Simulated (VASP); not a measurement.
Wanted: the native input for a VASP 6.6.1 run.

* Task: single point
* Functional: PBE
* Potentials or basis: VASP PAW PBE potentials, release 64 (Ba_sv, Ti_sv, O_h)
* Cutoff: 910 eV
* k mesh: 8 × 8 × 8
* Occupations: fermi-dirac, width 0.02 eV
* Spin: no spin polarisation
* Dipole correction: no
* Further INCAR settings: ALGO = Normal; EDIFF = 1e-06; NBANDS = 28

The structure of BaTiO3 lies in POSCAR:

```
BaTiO3
1.0
    2.8276671207      1.6325543733      2.3409093328
   -2.8276671207      1.6325543733      2.3409093328
    0.0000000000     -3.2651087466      2.3409093328
Ba Ti O
1 1 3
Direct
   -0.0029961267     -0.0029961267     -0.0029961267
    0.4843063055      0.4843063055      0.4843063055
    0.5110056624      0.5110056624      0.0179784963
    0.0179784963      0.5110056624      0.5110056624
    0.5110056624      0.0179784963      0.5110056624
```

This cell differs from its parent crystal: z stretched by +1 %, then relaxed in part.

These files were run (other wordings do the same):

INCAR

```
PREC = Accurate ; ENCUT = 910
EDIFF = 1E-6 ; ISMEAR = -1
SIGMA = 0.02 ; LREAL = False
LASPH = True ; NELM = 120
ALGO = Normal ; ISIF = 2
LWAVE = False ; LCHARG = False
GGA = PE ; NBANDS = 28
GGA_COMPAT = False
```

KPOINTS

```
regular mesh
0
Gamma
  8 8 8
```

Potentials or basis: VASP PAW PBE potentials, release 64 (Ba_sv, Ti_sv, O_h).

The run is started by

```sh
$ cat potpaw_PBE.64/Ba_sv/POTCAR potpaw_PBE.64/Ti_sv/POTCAR potpaw_PBE.64/O_h/POTCAR > POTCAR
$ mpirun -np 1 vasp_std > vasp.out
```

Results of the run:

| Item | Value |
| --- | --- |
| Pressure | 4.8 GPa |
| Largest force | 0.046 eV/Å |
| Band gap on the k mesh | 2.41 eV (least direct gap 2.82 eV) |

Caveat: the cell differs from its parent crystal (z stretched by +1 %, then relaxed in part); the cutoff is under 1.25 times the usual one of these potentials, so pressure, stress and relaxed cells hold a basis-set (Pulay) error; the cell stands under pressure; spin-orbit coupling is left out, which moves the levels of the heavy elements.

Run time: 3.2 min on 1 thread of AMD EPYC 7R13 Processor (Zen 3), with other jobs on the host, peak memory 0.4 GiB.
